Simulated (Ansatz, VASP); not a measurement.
# Mo: VASP beside Ansatz

```xyz
1
Lattice="2.8196 0.0000 0.0000 -1.4098 2.4419 0.0000 0.0000 0.0000 2.3573" Properties=species:S:1:pos:R:3 pbc="T T T"
Mo    0.0000    0.0000    1.1787
```

Alike in both runs: task single point; functional PBEsol; k mesh 30 × 30 × 26; occupations gaussian, width 0.15 eV; no spin polarisation.

```csv
,VASP,Ansatz
version,VASP 6.6.1,Ansatz 0.2.0
potentials or method,"VASP PAW PBE potentials, release 64 (Mo_sv), cutoff 520 eV","scalar-relativistic, plane waves, PAW"
valence electrons in the cell,14,14
```

```tsv
	VASP	Ansatz	Ansatz less VASP
gap on the k mesh at the Fermi level (eV)	none	none	-
pressure (GPa)	3.8	3.0	-0.83
traceless stress, the component that is largest in VASP (GPa)	17.53	16.70	-0.828
```

VASP's potentials were made for PBE, not for PBEsol. A gap of «none» marks a metal or a gap that the smearing closes. The functional is the same, so the differences come from potentials, cutoffs and numerics.
